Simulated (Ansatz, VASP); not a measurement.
**One calculation of TiGe, two programs**

```
Ti Ge
1.0
     1.48082    0.85495    4.32846
    -1.48082    0.85495    4.32846
     0.00000   -1.70991    4.32846
Ti Ge
1 1
Direct
  0.00000 0.00000 0.00000
  0.50000 0.50000 0.50000
```

Alike in both runs: functional PBE; k mesh 12 × 12 × 12; occupations gaussian, width 0.1 eV; no spin polarisation.

Ansatz relaxed the structure, and its values are those at the end. VASP's run is a single point on that final structure, the one shown.

|  | VASP | Ansatz |
| --- | --- | --- |
| version | VASP 6.6.1 | Ansatz 0.2.0 |
| potentials or method | VASP PAW PBE potentials, release 64 (Ti_sv, Ge_d), cutoff 520 eV | scalar-relativistic, plane waves, PAW |
| valence electrons in the cell | 26 | 26 |

```tsv
	VASP	Ansatz	Ansatz less VASP
gap on the k mesh at the Fermi level (eV)	none	none	-
pressure (GPa)	0.0	0.0	+0.02
```

A gap of «none» marks a metal or a gap that the smearing closes.
